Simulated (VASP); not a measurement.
## WC: relaxation of cell and atoms with PBEsol+D3(BJ)

Crystal: WC.

```
CELL_PARAMETERS angstrom
0.00000 2.19268 2.19268
2.19268 0.00000 2.19268
2.19268 2.19268 0.00000
ATOMIC_POSITIONS crystal
W 0.00000 0.00000 0.00000
C 0.50000 0.50000 0.50000
```

```yaml
Program: VASP 6.6.1
Task: relaxation of cell and atoms
Functional: PBEsol
Dispersion: D3(BJ)
Potentials_or_basis: VASP PAW PBE potentials, release 64 (W_sv, C)
Cutoff: 600 eV
k_mesh: 10 × 10 × 10
Occupations: fermi-dirac, width 0.05 eV
Spin: no spin polarisation
Dipole_correction: no
Further_INCAR_settings: ALGO = Normal; EDIFF = 1e-06; IBRION = 2; EDIFFG = -0.01; NSW = 60; ISIF = 3
```

```
Relaxed volume                         : 10.09 Å³/atom
Relaxed cell                           : a = 3.056 Å, b = 3.056 Å, c = 3.056 Å, α = 60.00°, β = 60.00°, γ = 60.00°
Space group after relaxing (to 0.05 Å) : Fm-3m (No. 225)
Energy gained by relaxing              : 23.4 meV/atom
Ionic steps                            : 7
Pressure after relaxing                : 0.0 GPa
Dispersion energy per atom             : -0.462 eV
```

The path:
```csv
step,energy change (eV),largest force (eV/Å),pressure (GPa),volume (Å³)
1,0.0000,0.0000,-16.10,21.08
2,0.3167,0.0000,59.22,18.01
3,-0.0467,0.0000,-0.72,20.23
4,-0.0468,0.0000,-0.16,20.20
5,-0.0468,0.0000,0.20,20.18
6,-0.0467,0.0000,-0.40,20.21
7,-0.0468,0.0000,-0.01,20.19
```

Final structure:
```
W C
1.0
     0.00000    2.16120    2.16120
     2.16120    0.00000    2.16120
     2.16120    2.16120    0.00000
W C
1 1
Cartesian
  0.0000 0.0000 0.0000
  2.1612 2.1612 2.1612
```

Levels at points of the mesh, in eV from the Fermi level:
```
           k point  band 5  band 6  band 7  band 8  band 9  band 10  band 11  band 12  band 13
(0.00, 0.00, 0.00)  -16.22   -2.98   -2.98   -2.98   -1.17    -1.17    -1.17    -1.07    -1.07
(0.50, 0.00, 0.00)  -11.27  -10.25   -6.95   -6.95    1.09     1.09     2.46     4.91     9.25
(0.50, 0.50, 0.00)  -13.96   -6.19   -5.75   -2.60   -2.60     0.88     2.41     2.41     5.80
```

Wall time 42 s on 1 thread of AMD EPYC 9R45 96-Core Processor (Zen 5), on a shared host, peak memory 0.16 GiB.

Caveat: the bands computed are all filled at some k points, so no gap is given; the PAW data sets were made with another functional, which shifts forces and pressure a little; spin-orbit coupling is left out, which moves the levels of the heavy elements.
